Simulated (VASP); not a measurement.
Input of a VASP 6.6.1 run:

Contents of INCAR:

```
PREC = Accurate ; ENCUT = 600
EDIFF = 1E-6 ; ISMEAR = 1
SIGMA = 0.05 ; LREAL = False
LASPH = True ; NELM = 120
ALGO = Normal ; ISIF = 2
LWAVE = False ; LCHARG = False
GGA = PE ; NBANDS = 15
GGA_COMPAT = False
```

Contents of KPOINTS:

```
Automatic mesh
0
Gamma
  6 6 6
```

File POSCAR:

```
SrO
1.0
    0.0000000000      2.5798923271      2.5798923271
    2.5798923271      0.0000000000      2.5798923271
    2.5798923271      2.5798923271      0.0000000000
Sr O
1 1
Direct
    0.0000000000      0.0000000000      0.0000000000
    0.5000000000      0.5000000000      0.5000000000
```

Potentials or basis: VASP PAW PBE potentials, release 64 (Sr_sv, O).

Launch:

```sh
$ cat potpaw_PBE.64/Sr_sv/POTCAR potpaw_PBE.64/O/POTCAR > POTCAR
$ mpirun -np 1 vasp_std > vasp.out
```

(1) Predict the pressure.

(2) Estimate the band gap on the k mesh.

## Answers

(1) 2.3 GPa.

(2) 3.27 eV (least direct gap 3.37 eV).
